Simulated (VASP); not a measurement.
**Cu: single point with PBE**

The system is Cu, a slab with vacuum.

```
CELL_PARAMETERS angstrom
2.56651 0.00000 0.00000
-1.28326 2.22267 0.00000
0.00000 0.00000 22.28660
ATOMIC_POSITIONS crystal
Cu 0.00000 0.00000 0.36023
Cu 0.33333 0.66667 0.45316
Cu 0.66667 0.33333 0.54684
Cu 0.00000 0.00000 0.63977
```

```yaml
Program: VASP 6.6.1
Task: single point
Functional: PBE
Potentials_or_basis: VASP PAW PBE potentials, release 64 (Cu)
Cutoff: 520 eV
k_mesh: 15 × 15 × 1
Occupations: fermi-dirac, width 0.1 eV
Spin: no spin polarisation
```

The largest force is 0.023 eV/Å and the band gap on the k mesh is zero (bands 22 and 23 overlap by 5.21 eV).

Forces in eV/Å, atoms in the order of the input:
```
Cu   0.000  0.000 -0.023
Cu   0.000  0.000  0.000
Cu   0.000  0.000  0.003
Cu   0.000  0.000  0.020
```

Levels at points of the mesh, in eV from the Fermi level:
```
           k point  band 19  band 20  band 21  band 22  band 23  band 24  band 25  band 26
(0.00, 0.00, 0.00)    -2.07    -1.74    -1.74    -1.62    -1.62    -1.19    -0.18     4.08
```

Wall time 6 min on 1 thread of Intel Xeon 8259CL, with other jobs on the host, peak memory 0.28 GiB.
